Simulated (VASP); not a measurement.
Write the native input for VASP 6.6.1 that does the following.

```yaml
Task: single point
Functional: PBE
Potentials_or_basis: VASP PAW PBE potentials, release 64 (K_sv, F)
Cutoff: 520 eV
k_mesh: 9 × 9 × 9
Occupations: fermi-dirac, width 0.05 eV
Spin: no spin polarisation
Dipole_correction: no
Further_INCAR_settings: ALGO = Normal; EDIFF = 1e-06; NBANDS = 15
```

The structure of KF lies in POSCAR:

```
KF
1.0
    0.0000000000      2.6718500000      2.6718500000
    2.7252870000      0.0000000000      2.6718500000
    2.7252870000      2.6718500000      0.0000000000
K F
1 1
Direct
    0.0000000000      0.0000000000      0.0000000000
    0.5000000000      0.5000000000      0.5000000000
```

The input as run:

INCAR

```
SYSTEM = KF
ALGO = Normal ; EDIFF = 1E-6
ENCUT = 520 ; GGA = PE
ISIF = 2 ; ISMEAR = -1
LASPH = .TRUE. ; LCHARG = .TRUE.
LELF = .TRUE. ; LREAL = .FALSE.
LVHAR = .TRUE. ; LWAVE = .FALSE.
NBANDS = 15 ; NELM = 100
PREC = Accurate ; SIGMA = 0.05
```

KPOINTS

```
k-points
0
G
  9 9 9
  0 0 0
```

Potentials or basis: VASP PAW PBE potentials, release 64 (K_sv, F).

Launch:

```bash
$ cat potpaw_PBE.64/K_sv/POTCAR potpaw_PBE.64/F/POTCAR > POTCAR
$ mpirun -np 1 vasp_std > vasp.out
```

Results of the run:

```yaml
Pressure: 0.8 GPa
Band_gap_on_the_k_mesh: 6.05 eV
```

It took 54 s on 1 thread of Intel Xeon 8259CL (shared host), peak memory 0.18 GiB.
